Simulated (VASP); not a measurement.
# TaN (P-6m2) in VASP: a series of runs, part 2 of 2

VASP 6.6.1. The steps go on from the part before.

**3. Single point, PBEsol+U**

POSCAR

```
TaN
1.0
    2.9380000000      0.0000000000      0.0000000000
   -1.4690000000      2.5443826363      0.0000000000
    0.0000000000      0.0000000000      2.8830000000
Ta N
1 1
Direct
    0.0000000000      0.0000000000      0.5000000000
    0.6666666667      0.3333333333      0.0000000000
```

INCAR.step1

```
SYSTEM = TaN
PREC = Accurate ; ENCUT = 520
EDIFF = 1E-6 ; ISMEAR = -1
SIGMA = 0.05 ; LREAL = .FALSE.
LASPH = .TRUE. ; NELM = 200
ALGO = Normal ; ISIF = 2
LWAVE = .FALSE. ; LCHARG = .TRUE.
LMAXMIX = 4 ; LDAU = .TRUE.
LDAUTYPE = 2 ; LDAUL = 2 -1
LDAUU = 2 0 ; LDAUJ = 0 0
LDAUPRINT = 1 ; GGA = PS
NBANDS = 16 ; GGA_COMPAT = .FALSE.
NEDOS = 2001 ; LORBIT = 11
```

KPOINTS.step1

```
Automatic mesh
0
G
  10 10 9
  0 0 0
```

INCAR.step2

```
SYSTEM = TaN
PREC = Accurate ; ENCUT = 520
EDIFF = 1E-6 ; ISMEAR = -5
SIGMA = 0.05 ; LREAL = .FALSE.
LASPH = .TRUE. ; NELM = 200
ALGO = Normal ; ISIF = 2
LWAVE = .FALSE. ; LCHARG = .FALSE.
LMAXMIX = 4 ; LDAU = .TRUE.
LDAUTYPE = 2 ; LDAUL = 2 -1
LDAUU = 2 0 ; LDAUJ = 0 0
LDAUPRINT = 1 ; GGA = PS
LORBIT = 11 ; NBANDS = 16
NEDOS = 2001 ; ICHARG = 11
GGA_COMPAT = .FALSE.
```

KPOINTS.step2

```
Automatic mesh
0
G
  15 15 14
  0 0 0
```

Potentials or basis: VASP PAW PBE potentials, release 64 (Ta_sv_GW, N).

Run with:

```console
cat potpaw_PBE.64/Ta_sv_GW/POTCAR potpaw_PBE.64/N/POTCAR > POTCAR
cp INCAR.step1 INCAR
cp KPOINTS.step1 KPOINTS
mpirun -np 1 vasp_std > vasp.out
cp INCAR.step2 INCAR
cp KPOINTS.step2 KPOINTS
mpirun -np 1 vasp_std > vasp.out
```

OUTCAR:

```text
SYSTEM = TaN
   PREC = Accurate
   ENCUT = 520
   EDIFF = 1E-6
   ISMEAR = -5
   LREAL = .FALSE.
   LASPH = .TRUE.
   NELM = 200
   ISIF = 2
   GGA = PS
   LORBIT = 11
   ICHARG = 11

 ion  position               nearest neighbor table
   1  0.000  0.000  0.500-   2 2.23   2 2.23   2 2.23   2 2.23   2 2.23   2 2.23
   2  0.667  0.333  0.000-   1 2.23   1 2.23   1 2.23   1 2.23   1 2.23   1 2.23

  LATTYP: Found a hexagonal cell.
 ALAT       =     2.9380000000
 C/A-ratio  =     0.9812797822
[... 690 lines left out ...]
  -------------------------------------------------------------------------------------
  Total        0.1669699      0.1669699      0.2366270      0.0000000      0.0000000      0.0000000
  in kB       12.4128013     12.4128013     17.5912261      0.0000000      0.0000000      0.0000000
  external PRESSURE =      14.1389429 kB  Pullay stress =       0.0000000 kB

 VOLUME and BASIS-vectors are now :
 -----------------------------------------------------------------------------
  energy-cutoff  :      520.00
  volume of cell :       21.55
      direct lattice vectors                 reciprocal lattice vectors
     2.938000000  0.000000000  0.000000000     0.340367597  0.196511324  0.000000000
    -1.469000000  2.544382636  0.000000000     0.000000000  0.393022648  0.000000000
     0.000000000  0.000000000  2.883000000     0.000000000  0.000000000  0.346860909

 POSITION                                       TOTAL-FORCE (eV/Angst)
 -----------------------------------------------------------------------------------
      0.00000      0.00000      1.44150        -0.000000     -0.000000      0.000000
      1.46900      0.84813      0.00000         0.000000      0.000000      0.000000
 -----------------------------------------------------------------------------------
    total drift:                               -0.000234      0.000135      0.000000

  FREE ENERGIE OF THE ION-ELECTRON SYSTEM (eV)
  ---------------------------------------------------
  free  energy   TOTEN  =       -24.5292881382 eV

  energy  without entropy=      -24.5292881382  energy(sigma->0) =      -24.52928814

 total charge

# of ion       s       p       d       f       tot
--------------------------------------------------
    1        3.373   6.067   2.318   0.105  11.862
    2        1.221   2.506   0.000   0.000   3.727
--------------------------------------------------
tot          4.593   8.573   2.318   0.105  15.589
```

OSZICAR.step1:

```text
N       E                     dE             d eps       ncg     rms          rms(c)
DAV:   1     0.102705260594E+03    0.10271E+03   -0.11411E+04  2264   0.114E+03
DAV:   2    -0.235351709035E+02   -0.12624E+03   -0.12205E+03  3104   0.304E+02
DAV:   3    -0.280330818416E+02   -0.44979E+01   -0.44944E+01  2632   0.527E+01
DAV:   4    -0.281445745377E+02   -0.11149E+00   -0.11149E+00  3224   0.560E+00
DAV:   5    -0.281481894083E+02   -0.36149E-02   -0.36149E-02  2664   0.689E-01    0.617E+01
DAV:   6    -0.246896525733E+02    0.34585E+01   -0.71031E+00  2520   0.227E+01    0.609E+01
DAV:   7    -0.245763726349E+02    0.11328E+00   -0.50801E-01  2392   0.572E+00    0.256E+01
DAV:   8    -0.245311899265E+02    0.45183E-01   -0.12182E-01  2872   0.270E+00    0.461E+00
DAV:   9    -0.245300190785E+02    0.11708E-02   -0.62618E-03  2872   0.768E-01    0.874E-01
DAV:  10    -0.245298772085E+02    0.14187E-03   -0.15028E-03  2320   0.387E-01    0.127E-01
DAV:  11    -0.245298867012E+02   -0.94928E-05   -0.42355E-05  2712   0.734E-02    0.118E-01
DAV:  12    -0.245298835015E+02    0.31997E-05   -0.56175E-06  2840   0.230E-02    0.117E-02
DAV:  13    -0.245298835898E+02   -0.88294E-07   -0.37371E-07  1320   0.555E-03
   1 F= -.24529884E+02 E0= -.24529739E+02  d E =-.290052E-03
```

Wall time 42 s (1 thread of AMD EPYC 9R45 (Zen 5), shared host); peak memory 0.18 GiB.

What came out:

```yaml
Valence_electrons_inside_the_program's_atomic_spheres: Ta 11.86; N 3.73
```

Eigenvalues of the final occupation matrices:
```csv
site,spin,trace,eigenvalues
site 1 d,1,1.18,0.18 0.18 0.26 0.26 0.30
site 1 d,2,1.18,0.18 0.18 0.26 0.26 0.30
```

Caveat: the PAW data sets were made with another functional, which shifts forces and pressure a little; spin-orbit coupling is left out, which moves the levels of the heavy elements; U without spin polarisation on a metal has little footing.

**4. Single point, PBEsol+U**

POSCAR is that of step 3.

INCAR.step1

```
  PREC = Accurate
  ENCUT = 520
  EDIFF = 1E-6
  ISMEAR = -1
  SIGMA = 0.05
  LREAL = F
  LASPH = T
  NELM = 200
  ALGO = Normal
  ISIF = 2
  LWAVE = F
  LCHARG = T
  LMAXMIX = 4
  LDAU = T
  LDAUTYPE = 2
  LDAUL = 2 -1
  LDAUU = 3 0
  LDAUJ = 0 0
  LDAUPRINT = 1
  GGA = PS
  NBANDS = 16
  GGA_COMPAT = F
  NEDOS = 2001
  LORBIT = 11
```

KPOINTS.step1

```
Automatic mesh
0
Gamma
  10 10 9
```

INCAR.step2

```
  PREC = Accurate
  ENCUT = 520
  EDIFF = 1E-6
  ISMEAR = -5
  SIGMA = 0.05
  LREAL = F
  LASPH = T
  NELM = 200
  ALGO = Normal
  ISIF = 2
  LWAVE = F
  LCHARG = F
  LMAXMIX = 4
  LDAU = T
  LDAUTYPE = 2
  LDAUL = 2 -1
  LDAUU = 3 0
  LDAUJ = 0 0
  LDAUPRINT = 1
  GGA = PS
  LORBIT = 11
  NEDOS = 1001
  ICHARG = 11
  GGA_COMPAT = F
```

KPOINTS.step2

```
Automatic mesh
0
Gamma
  15 15 14
```

Potentials or basis: VASP PAW PBE potentials, release 64 (Ta_sv_GW, N).

Run with:

```console
cat potpaw_PBE.64/Ta_sv_GW/POTCAR potpaw_PBE.64/N/POTCAR > POTCAR
cp INCAR.step1 INCAR
cp KPOINTS.step1 KPOINTS
mpirun -np 1 vasp_std > vasp.out
cp INCAR.step2 INCAR
cp KPOINTS.step2 KPOINTS
mpirun -np 1 vasp_std > vasp.out
```

OUTCAR:

```text
PREC = Accurate
   ENCUT = 520
   EDIFF = 1E-6
   ISMEAR = -5
   LREAL = F
   LASPH = T
   NELM = 200
   ISIF = 2
   GGA = PS
   LORBIT = 11
   ICHARG = 11

 ion  position               nearest neighbor table
   1  0.000  0.000  0.500-   2 2.23   2 2.23   2 2.23   2 2.23   2 2.23   2 2.23
   2  0.667  0.333  0.000-   1 2.23   1 2.23   1 2.23   1 2.23   1 2.23   1 2.23

  LATTYP: Found a hexagonal cell.
 ALAT       =     2.9380000000
 C/A-ratio  =     0.9812797822

  Lattice vectors:

 A1 = (   2.9380000000,   0.0000000000,   0.0000000000)
 A2 = (  -1.4690000000,   2.5443826363,   0.0000000000)
 A3 = (   0.0000000000,   0.0000000000,   2.8830000000)

Analysis of symmetry for initial positions (statically):
=====================================================================
 Subroutine PRICEL returns:
 Original cell was already a primitive cell.

 Routine SETGRP: Setting up the symmetry group for a
 hexagonal supercell.

 Subroutine GETGRP returns: Found 12 space group operations
 (whereof 12 operations were pure point group operations)
 out of a pool of 24 trial point group operations.

The static configuration has the point symmetry D_3h.

Analysis of symmetry for dynamics (positions and initial velocities):
=====================================================================
 Subroutine PRICEL returns:
 Original cell was already a primitive cell.

 Routine SETGRP: Setting up the symmetry group for a
 hexagonal supercell.

 Subroutine GETGRP returns: Found 12 space group operations
 (whereof 12 operations were pure point group operations)
 out of a pool of 24 trial point group operations.

The dynamic configuration has the point symmetry D_3h.

 Subroutine INISYM returns: Found 12 space group operations
 (whereof 12 operations are pure point group operations),
 and found     1 'primitive' translations

----------------------------------------------------------------------------------------

[... 170 lines left out ...]

 Free energy of the ion-electron system (eV)
  ---------------------------------------------------
  ext. energy  EPLUGINS =         0.00000000
  ---------------------------------------------------
  free energy    TOTEN  =       -23.64324282 eV

  energy without entropy =      -23.64324282  energy(sigma->0) =      -23.64324282

 E-fermi :  12.7388     XC(G=0): -13.8728

 val. band max:       12.9038840251   @ k =   0.0000   0.0000   0.3571
 cond. band min:      12.7135245985   @ k =   0.0000   0.0000   0.4286
 fundamental gap:     -0.1903594266
 Fermi energy:        12.7387968849

 k-point     1 :       0.0000    0.0000    0.0000
  band No.  band energies     occupation
      1     -56.4234      2.00000
      2     -22.6902      2.00000
      3     -22.4359      2.00000
      4     -22.4359      2.00000
      5      -5.2798      2.00000
      6       8.0495      2.00000
      7       8.0495      2.00000
      8       8.3822      2.00000
      9       9.5548      2.00000
     10      14.5664      0.00000
     11      16.2533      0.00000
     12      16.2533      0.00000
     13      17.0312      0.00000
[... 354 lines left out ...]
  band No.  band energies     occupation
      1     -56.3416      2.00000
      2     -23.3423      2.00000
      3     -22.8958      2.00000
      4     -22.5380      2.00000
      5      -2.6760      2.00000
      6       4.5552      2.00000
      7       7.3886      2.00000
      8       7.5082      2.00000
      9      11.4151      2.00000
     10      14.4471      0.00000
     11      15.1603      0.00000
     12      16.0793      0.00000
     13      19.8522      0.00000

 [... further k-points ...]

------------------------ aborting loop because EDIFF is reached ----------------------------------------

  FORCE on cell =-STRESS in cart. coord.  units (eV):
  Direction    XX          YY          ZZ          XY          YZ          ZX
  --------------------------------------------------------------------------------------
  -------------------------------------------------------------------------------------
  Total        0.6064141      0.6064141      0.7288927      0.0000000     -0.0000000      0.0000000
  in kB       45.0817776     45.0817776     54.1870249      0.0000000     -0.0000000      0.0000000
  external PRESSURE =      48.1168600 kB  Pullay stress =       0.0000000 kB

 VOLUME and BASIS-vectors are now :
 -----------------------------------------------------------------------------
  energy-cutoff  :      520.00
  volume of cell :       21.55
      direct lattice vectors                 reciprocal lattice vectors
     2.938000000  0.000000000  0.000000000     0.340367597  0.196511324  0.000000000
    -1.469000000  2.544382636  0.000000000     0.000000000  0.393022648  0.000000000
     0.000000000  0.000000000  2.883000000     0.000000000  0.000000000  0.346860909

 POSITION                                       TOTAL-FORCE (eV/Angst)
 -----------------------------------------------------------------------------------
      0.00000      0.00000      1.44150         0.000000      0.000000      0.000000
      1.46900      0.84813      0.00000         0.000000      0.000000      0.000000
 -----------------------------------------------------------------------------------
    total drift:                               -0.000234      0.000135      0.000000

  FREE ENERGIE OF THE ION-ELECTRON SYSTEM (eV)
  ---------------------------------------------------
  free  energy   TOTEN  =       -23.6432428184 eV

  energy  without entropy=      -23.6432428184  energy(sigma->0) =      -23.64324282

 total charge

# of ion       s       p       d       f       tot
--------------------------------------------------
    1        3.385   6.069   2.280   0.106  11.840
    2        1.221   2.514   0.000   0.000   3.735
--------------------------------------------------
tot          4.606   8.583   2.280   0.106  15.575
```

OSZICAR.step1:

```text
N       E                     dE             d eps       ncg     rms          rms(c)
DAV:   1     0.103592129303E+03    0.10359E+03   -0.11410E+04  2264   0.114E+03
DAV:   2    -0.227231849197E+02   -0.12632E+03   -0.12216E+03  3104   0.304E+02
DAV:   3    -0.272227838499E+02   -0.44996E+01   -0.44961E+01  2632   0.527E+01
DAV:   4    -0.273342005557E+02   -0.11142E+00   -0.11142E+00  3232   0.560E+00
DAV:   5    -0.273378121920E+02   -0.36116E-02   -0.36116E-02  2664   0.688E-01    0.622E+01
DAV:   6    -0.237971942935E+02    0.35406E+01   -0.72946E+00  2528   0.230E+01    0.618E+01
DAV:   7    -0.236902552074E+02    0.10694E+00   -0.52209E-01  2416   0.576E+00    0.262E+01
DAV:   8    -0.236449818961E+02    0.45273E-01   -0.12577E-01  2856   0.274E+00    0.484E+00
DAV:   9    -0.236439233477E+02    0.10585E-02   -0.73682E-03  2856   0.817E-01    0.953E-01
DAV:  10    -0.236438057566E+02    0.11759E-03   -0.15844E-03  2320   0.400E-01    0.145E-01
DAV:  11    -0.236438229084E+02   -0.17152E-04   -0.45471E-05  2776   0.749E-02    0.117E-01
DAV:  12    -0.236438201881E+02    0.27203E-05   -0.67068E-06  2816   0.239E-02    0.102E-02
DAV:  13    -0.236438202756E+02   -0.87513E-07   -0.36047E-07  1312   0.564E-03
   1 F= -.23643820E+02 E0= -.23643680E+02  d E =-.281021E-03
```

It took 52 s on 1 thread of Intel Xeon Platinum 8375C at 2.90GHz (Ice Lake), shared host; peak memory 0.2 GiB.

Results:

```yaml
Valence_electrons_inside_the_program's_atomic_spheres: Ta 11.84; N 3.73
```

Levels at points of the mesh, in eV from the Fermi level:
| k point | band 7 | band 8 | band 9 | band 10 | band 11 | band 12 |
| --- | --- | --- | --- | --- | --- | --- |
| (0.00, 0.00, 0.00) | -4.69 | -4.36 | -3.18 | 1.83 | 3.51 | 3.51 |
| (0.00, 0.00, 0.50) | -3.83 | -3.83 | -0.07 | -0.07 | 2.27 | 3.37 |

Eigenvalues of the final occupation matrices:
```csv
site,spin,trace,eigenvalues
site 1 d,1,1.16,0.18 0.18 0.25 0.25 0.30
site 1 d,2,1.16,0.18 0.18 0.25 0.25 0.30
```

Caveat: the PAW data sets were made with another functional, which shifts forces and pressure a little; spin-orbit coupling is left out, which moves the levels of the heavy elements; U without spin polarisation on a metal has little footing.
